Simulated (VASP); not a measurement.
# ZnO (P6_3mc) in VASP: phonons with r2SCAN

Aim: the phonons of ZnO with r2SCAN.

Program: VASP 6.6.1. These are calculated values, not measurements. Logs are shortened: lines on timing, memory, paths and dates and some standing lists are left out, and cuts for length are marked.

### Step 1. The cell of the first run

Symmetry: P6_3mc, No. 186, hexagonal system. The conventional cell has a = 3.249 Å, b = 3.249 Å, c = 5.236 Å, α = 90.00°, β = 90.00°, γ = 120.00°. Within 2.6 Å of Zn (site symmetry 3m) lie 4 O at 1.98 to 1.99 Å. Within 2.6 Å of O (site symmetry 3m) lie 4 Zn at 1.98 to 1.99 Å.

### Step 2. Phonons, r2SCAN

File INCAR:

```
SYSTEM = ZnO
PREC = Accurate
ENCUT = 520
EDIFF = 1E-8
ISMEAR = 0
SIGMA = 0.01
LREAL = .FALSE.
LASPH = .TRUE.
NELM = 60
ALGO = Normal
ISIF = 2
LWAVE = .FALSE.
LCHARG = .TRUE.
METAGGA = R2SCAN
LMIXTAU = .TRUE.
IBRION = 6
NFREE = 2
POTIM = 0.015
NSW = 1
```

File KPOINTS:

```
regular mesh
0
G
  8 8 4
  0 0 0
```

File POSCAR:

```
ZnO
1.0
    3.2493782372      0.0000000000      0.0000000000
   -1.6246891186      2.8140440999      0.0000000000
    0.0000000000      0.0000000000      5.2364822833
Zn O
2 2
Direct
    0.3333333333      0.6666666667      0.4997512177
    0.6666666667      0.3333333333     -0.0002487823
    0.6666666667      0.3333333333      0.3792587823
    0.3333333333      0.6666666667      0.8792587823
```

Potentials or basis: VASP PAW PBE potentials, release 64 (Zn, O).

Launch:

```console
> cat potpaw_PBE.64/Zn/POTCAR potpaw_PBE.64/O/POTCAR > POTCAR
> mpirun -np 1 vasp_std > vasp.out
```

OUTCAR:

```text
SYSTEM = ZnO
   PREC = Accurate
   ENCUT = 520
   EDIFF = 1E-8
   ISMEAR = 0
   LREAL = .FALSE.
   LASPH = .TRUE.
   NELM = 60
   ISIF = 2
   METAGGA = R2SCAN
   IBRION = 6
   NFREE = 2
   POTIM = 0.015
   NSW = 1

 ion  position               nearest neighbor table
   1  0.333  0.667  0.500-   3 1.98   3 1.98   3 1.98   4 1.99
   2  0.667  0.333  1.000-   4 1.98   4 1.98   4 1.98   3 1.99
   3  0.667  0.333  0.379-   1 1.98   1 1.98   1 1.98   2 1.99
   4  0.333  0.667  0.879-   2 1.98   2 1.98   2 1.98   1 1.99

  LATTYP: Found a hexagonal cell.
 ALAT       =     3.2493782372
 C/A-ratio  =     1.6115336231

  Lattice vectors:

 A1 = (   3.2493782372,   0.0000000000,   0.0000000000)
 A2 = (  -1.6246891186,   2.8140440999,   0.0000000000)
 A3 = (   0.0000000000,   0.0000000000,   5.2364822833)

Analysis of symmetry for initial positions (statically):
=====================================================================
 Subroutine PRICEL returns:
 Original cell was already a primitive cell.

 Routine SETGRP: Setting up the symmetry group for a
 hexagonal supercell.

 Subroutine GETGRP returns: Found 12 space group operations
 (whereof  6 operations were pure point group operations)
 out of a pool of 24 trial point group operations.

The static configuration has the point symmetry C_3v.
 The point group associated with its full space group is C_6v.

Analysis of symmetry for dynamics (positions and initial velocities):
=====================================================================
 Subroutine PRICEL returns:
 Original cell was already a primitive cell.

 Routine SETGRP: Setting up the symmetry group for a
 hexagonal supercell.

 Subroutine GETGRP returns: Found 12 space group operations
 (whereof  6 operations were pure point group operations)
 out of a pool of 24 trial point group operations.

The dynamic configuration has the point symmetry C_3v.
 The point group associated with its full space group is C_6v.

 Subroutine INISYM returns: Found 12 space group operations
 (whereof  6 operations are pure point group operations),
 and found     1 'primitive' translations

----------------------------------------------------------------------------------------

                                     Primitive cell

  volume of cell :      47.8818

  direct lattice vectors                    reciprocal lattice vectors
     3.249378237  0.000000000  0.000000000     0.307751184  0.177680229  0.000000000
    -1.624689119  2.814044100  0.000000000     0.000000000  0.355360458  0.000000000
     0.000000000  0.000000000  5.236482283     0.000000000  0.000000000  0.190967895

  length of vectors
     3.249378237  3.249378237  5.236482283     0.355360458  0.355360458  0.190967895

  position of ions in fractional coordinates (direct lattice)
     0.333333333  0.666666667  0.499751218
     0.666666667  0.333333333  0.999751218
     0.666666667  0.333333333  0.379258782
     0.333333333  0.666666667  0.879258782

  ion indices of the primitive-cell ions
   primitive index   ion index
                 1           1
                 2           2
                 3           3
                 4           4

----------------------------------------------------------------------------------------

 KPOINTS: regular mesh

Automatic generation of k-mesh.
 Grid dimensions read from file:
 generate k-points for:    8    8    4

 Generating k-lattice:

  Cartesian coordinates                     Fractional coordinates (reciprocal lattice)
     0.038468898  0.022210029  0.000000000     0.125000000  0.000000000  0.000000000
     0.000000000  0.044420057  0.000000000     0.000000000  0.125000000  0.000000000
     0.000000000  0.000000000  0.047741974     0.000000000  0.000000000  0.250000000

  Length of vectors
     0.044420057  0.044420057  0.047741974

  Shift w.r.t. Gamma in fractional coordinates (k-lattice)
     0.000000000  0.000000000  0.000000000

 Subroutine IBZKPT returns following result:
 ===========================================

 Found     30 irreducible k-points:

 Following reciprocal coordinates:
            Coordinates               Weight
  0.000000  0.000000  0.000000      1.000000
  0.125000  0.000000  0.000000      6.000000
  0.250000  0.000000  0.000000      6.000000
  0.375000 -0.000000  0.000000      6.000000
  0.500000  0.000000  0.000000      3.000000
  0.125000  0.125000  0.000000      6.000000
[... 16 lines left out ...]
  0.250000  0.000000  0.500000      6.000000
  0.375000 -0.000000  0.500000      6.000000
 [... further k-points ...]
   k-points           NKPTS =     30   k-points in BZ     NKDIM =     30   number of bands    NBANDS=     22
   number of dos      NEDOS =    301   number of ions     NIONS =      4
   total plane-waves  NPLWV =  23040
   dimension x,y,z NGX =    24 NGY =   24 NGZ =   40
   dimension x,y,z NGXF=    48 NGYF=   48 NGZF=   80
   ions per type =               2   2
   NGX,Y,Z   is equivalent  to a cutoff of  12.28, 12.28, 12.70 a.u.
   NGXF,Y,Z  is equivalent  to a cutoff of  24.56, 24.56, 25.40 a.u.
 SYSTEM =  ZnO
   PREC   = accura    normal or accurate (medium, high low for compatibility)
   ISTART =      0    job   : 0-new  1-cont  2-samecut
   ICHARG =      2    charge: 1-file 2-atom 10-const
   ISPIN  =      1    spin polarized calculation?
   LNONCOLLINEAR =      F non collinear calculations
   LSORBIT =      F    spin-orbit coupling
   LASPH  =      T    aspherical Exc in radial PAW
   ENCUT  =  520.0 eV  38.22 Ry    6.18 a.u.   6.04  6.04  9.74*2*pi/ulx,y,z
   NELM   =     60;   NELMIN=  2; NELMDL= -5     # of ELM steps
   EDIFF  = 0.1E-07   stopping-criterion for ELM
   LREAL  =      F    real-space projection
   EDIFFG = 0.1E-06   stopping-criterion for IOM
   NSW    =     85    number of steps for IOM
   IBRION =      6    ionic relax: 0-MD 1-quasi-New 2-CG
   NFREE  =      2    steps in history (QN), initial steepest desc. (CG)
   ISIF   =      2    stress and relaxation
   ISYM   =      2    0-nonsym 1-usesym 2-fastsym
   POTIM  = 0.0150    time-step for ionic-motion
   TEBEG  =    0.0;   TEEND  =   0.0 temperature during run
   PSTRESS=    0.0 pullay stress
   NELECT =      36.0000    total number of electrons
   NUPDOWN=      -1.0000    fix difference up-down
   EMIN   =  10.00;   EMAX   =-10.00  energy-range for DOS
   EFERMI =   0.00;   METHOD = LEGACY
   ISMEAR =     0;   SIGMA  =   0.01  broadening in eV -4-tet -1-fermi 0-gaus
   EFERMI_NEDOS =   21; number of points for ismear=-14 and -15
   IALGO  =     38    algorithm
   IMIX   =      4    mixing-type and parameters
     AMIX     =   0.40;   BMIX     =  1.00
     AMIX_MAG =   1.60;   BMIX_MAG =  1.00
  volume/ion in A,a.u.               =      11.97        80.78
  Fermi-wavevector in a.u.,A,eV,Ry     =   1.488625  2.813094 30.150582  2.216005
  Thomas-Fermi vector in A             =   2.601636
   LORBIT       =      0    0 simple, 1 ext, 2 COOP (PROOUT), +10 PAW based schemes
   METAGGA = R2SCAN    functional components
   LHFCALC =     F    Hartree Fock is set to
   AEXX    =    0.0000 exact exchange contribution
   IVDW    =     0    specifies the selected vdW correction
   LEPSILON=     F    determine dielectric tensor
   LRPA    =     F    only Hartree local field effects (RPA)
 finite differences with symmetry
 non-spin polarized calculation
 Gauss-broadening in eV      SIGMA  =   0.01
  energy-cutoff  :      520.00
  volume of cell :       47.88
 maximum number of plane-waves:      1308
   NGX = 13   NGY = 13   NGZ = 19

--------------------------------------- Ionic step        1  -------------------------------------------

 number of electron      36.0000026 magnetization

 Free energy of the ion-electron system (eV)
  ---------------------------------------------------
  ext. energy  EPLUGINS =         0.00000000
  ---------------------------------------------------
  free energy    TOTEN  =       -36.31718128 eV

  energy without entropy =      -36.31718128  energy(sigma->0) =      -36.31718128

------------------------ aborting loop because EDIFF is reached ----------------------------------------

  FORCE on cell =-STRESS in cart. coord.  units (eV):
  Direction    XX          YY          ZZ          XY          YZ          ZX
  --------------------------------------------------------------------------------------
  -------------------------------------------------------------------------------------
  Total       -0.3061720     -0.3061720     -0.2891374      0.0000000      0.0000000      0.0000000
  in kB      -10.2448420    -10.2448420     -9.6748470      0.0000000      0.0000000      0.0000000
  external PRESSURE =     -10.0548437 kB  Pullay stress =       0.0000000 kB
[... 291 lines left out ...]
--------------------------------------- Ionic step        9  -------------------------------------------

 number of electron      36.0000026 magnetization

 Free energy of the ion-electron system (eV)
  ---------------------------------------------------
  ext. energy  EPLUGINS =         0.00000000
  ---------------------------------------------------
  free energy    TOTEN  =       -36.31592414 eV

  energy without entropy =      -36.31592414  energy(sigma->0) =      -36.31592414

 E-fermi :   0.8981     XC(G=0): -11.6275

 val. band max:        0.7926175407   @ k =   0.0000   0.0000   0.0000
 cond. band min:       2.0061434590   @ k =   0.0000   0.0000   0.0000
 fundamental gap:      1.2135259183
 Fermi energy:         0.8981372416

 k-point     1 :       0.0000    0.0000    0.0000
  band No.  band energies     occupation
      1     -18.2388      2.00000
      2     -17.5619      2.00000
      3      -4.9885      2.00000
      4      -4.9885      2.00000
      5      -4.9623      2.00000
      6      -4.8582      2.00000
[... 589 lines left out ...]
     21      10.1253      0.00000
     22      10.2043      0.00000

 [... further k-points ...]
[... 5 lines left out ...]
  --------------------------------------------------------------------------------------
  -------------------------------------------------------------------------------------
  Total       -0.3711257     -0.3711257     -0.1531413     -0.0000000      0.0000000      0.0000000
  in kB      -12.4182602    -12.4182602     -5.1242715     -0.0000000      0.0000000      0.0000000
  external PRESSURE =      -9.9869306 kB  Pullay stress =       0.0000000 kB
[... 19 lines left out ...]
  FREE ENERGIE OF THE ION-ELECTRON SYSTEM (eV)
  ---------------------------------------------------
  free  energy   TOTEN  =       -36.3159241436 eV

  energy  without entropy=      -36.3159241436  energy(sigma->0) =      -36.31592414

 INTERNAL STRAIN TENSORS FROM DISPLACED ATOMS
 ============================================

 INTERNAL STRAIN TENSOR FOR ION    1 for displacements in x,y,z  (eV/Angst):
          X           Y           Z          XY          YZ          ZX
  --------------------------------------------------------------------------------
  x     0.00000     0.00000    -0.00000    -7.89274     0.00000    -4.70031
  y    -7.89274     7.89274     0.00000    -0.00000    -4.70172    -0.00000
  z    -4.70272    -4.70272     8.79004    -0.00000     0.00000    -0.00000

 INTERNAL STRAIN TENSOR FOR ION    4 for displacements in x,y,z  (eV/Angst):
          X           Y           Z          XY          YZ          ZX
  --------------------------------------------------------------------------------
  x     0.00000     0.00000     0.00000    -8.08504     0.00000     4.44188
  y    -8.08504     8.08504    -0.00000     0.00000     4.44327     0.00000
  z     4.41110     4.41110    -8.57521     0.00000     0.00000     0.00000

 Eigenvectors and eigenvalues of the dynamical matrix
 ----------------------------------------------------

   1 f  =   16.238315 THz   102.028344 2PiTHz  541.651893 cm-1    67.156245 meV
             X         Y         Z           dx          dy          dz
     -0.000000  1.876029  2.616938     0.000000   -0.000000   -0.071037
      1.624689  0.938015  5.235180    -0.000000    0.000000    0.071037
      1.624689  0.938015  1.985982    -0.000000    0.000000   -0.703530
     -0.000000  1.876029  4.604223     0.000000   -0.000000    0.703530
[... 50 lines left out ...]
   9 f  =    2.647877 THz    16.637102 2PiTHz   88.323671 cm-1    10.950735 meV
             X         Y         Z           dx          dy          dz
     -0.000000  1.876029  2.616938    -0.000009    0.657495   -0.000000
      1.624689  0.938015  5.235180     0.000009   -0.657495   -0.000000
      1.624689  0.938015  1.985982    -0.000004    0.260192   -0.000000
     -0.000000  1.876029  4.604223     0.000004   -0.260192   -0.000000

  10 f/i=    0.071130 THz     0.446922 2PiTHz    2.372636 cm-1     0.294169 meV
             X         Y         Z           dx          dy          dz
     -0.000000  1.876029  2.616938     0.192164   -0.605944   -0.000000
      1.624689  0.938015  5.235180     0.192164   -0.605944   -0.000000
      1.624689  0.938015  1.985982     0.093616   -0.295197   -0.000000
     -0.000000  1.876029  4.604223     0.093616   -0.295197   -0.000000

  11 f/i=    0.071130 THz     0.446922 2PiTHz    2.372636 cm-1     0.294169 meV
             X         Y         Z           dx          dy          dz
     -0.000000  1.876029  2.616938    -0.605944   -0.192164   -0.000000
      1.624689  0.938015  5.235180    -0.605944   -0.192164   -0.000000
      1.624689  0.938015  1.985982    -0.295197   -0.093616   -0.000000
     -0.000000  1.876029  4.604223    -0.295197   -0.093616   -0.000000

  12 f/i=    0.225502 THz     1.416872 2PiTHz    7.521941 cm-1     0.932601 meV
             X         Y         Z           dx          dy          dz
     -0.000000  1.876029  2.616938    -0.000000   -0.000000    0.627359
      1.624689  0.938015  5.235180    -0.000000   -0.000000    0.627359
      1.624689  0.938015  1.985982    -0.000000   -0.000000    0.326222
     -0.000000  1.876029  4.604223    -0.000000   -0.000000    0.326222

 ELASTIC MODULI CONTR FROM IONIC RELAXATION (kBar)
 Direction    XX          YY          ZZ          XY          YZ          ZX
 --------------------------------------------------------------------------------
 XX        -766.9100    357.1942    390.1431     -0.0000      0.0000     -0.0000
 YY         357.1942   -766.9100    390.1431      0.0000     -0.0000      0.0000
 ZZ         390.1431    390.1431   -743.0111      0.0000      0.0000     -0.0000
 XY          -0.0000      0.0000      0.0000   -562.0521     -0.0000     -0.0000
 YZ          -0.0000     -0.0000      0.0000     -0.0000   -193.0980      0.0000
 ZX          -0.0000      0.0000     -0.0000     -0.0000      0.0000   -192.9797
 --------------------------------------------------------------------------------
```

Wall time 18 min (1 thread of Intel Xeon Platinum 8488C (Sapphire Rapids), shared host); peak memory 0.33 GiB.

Results:

* Highest phonon frequency at Γ, LO-TO splitting left out: 542 cm⁻¹

Phonon frequencies in cm⁻¹ (negative: imaginary):
```
              q point                                 frequencies
(0.000, 0.000, 0.000)  -8 -2 -2 88 88 271 373 393 393 427 427 542
```

Caveat: the cell wasn't relaxed at this level first, which shifts response properties; the PAW data sets were made with another functional, which shifts forces and pressure a little.
